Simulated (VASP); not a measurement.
Wanted: the native input for a VASP 6.6.1 run.

* Task: single point
* Functional: PBEsol
* Potentials or basis: VASP PAW PBE potentials, release 64 (Sn_d, Se)
* Cutoff: 520 eV
* k mesh: 10 × 10 × 10
* Occupations: gaussian, width 0.05 eV
* Spin: no spin polarisation
* Dipole correction: no
* Further INCAR settings: ALGO = Normal; EDIFF = 1e-07; NBANDS = 17

The structure of SnSe lies in POSCAR:

```
SnSe
1.0
    0.0000000000      3.0134823927      2.8929430970
    3.0134823927      0.0000000000      2.8929430970
    3.0134823927      3.0134823927      0.0000000000
Sn Se
1 1
Direct
    0.0000000000      0.0000000000      0.0000000000
    0.5000000000      0.5000000000      0.5000000000
```

This cell differs from its parent crystal: ratio of the length along z to the lengths across it x 0.96, volume and fractional coordinates fixed.

The input as run:

INCAR

```
PREC = Accurate
ENCUT = 520
EDIFF = 1E-7
ISMEAR = 0
SIGMA = 0.05
LREAL = False
LASPH = True
NELM = 100
ALGO = Normal
ISIF = 2
LWAVE = False
LCHARG = False
GGA = PS
NBANDS = 17
```

KPOINTS

```
regular mesh
0
Gamma
  10 10 10
```

Potentials or basis: VASP PAW PBE potentials, release 64 (Sn_d, Se).

Run with:

```bash
$ cat potpaw_PBE.64/Sn_d/POTCAR potpaw_PBE.64/Se/POTCAR > POTCAR
$ mpirun -np 1 vasp_std > vasp.out
```

Results of the run:

```json
{"Pressure": "0.4 GPa", "Band gap on the k mesh": "0.34 eV (least direct gap 0.46 eV)"}
```

Caveat: the stress differs along the axes, from -2 to 4 GPa; semilocal functionals underestimate gaps, and a narrow one can read as zero; the PAW data sets were made with another functional, which shifts forces and pressure a little; spin-orbit coupling is left out, which moves the levels of the heavy elements.

It took 94 s on 1 thread of Intel Xeon 8259CL, on a shared host, peak memory 0.24 GiB.
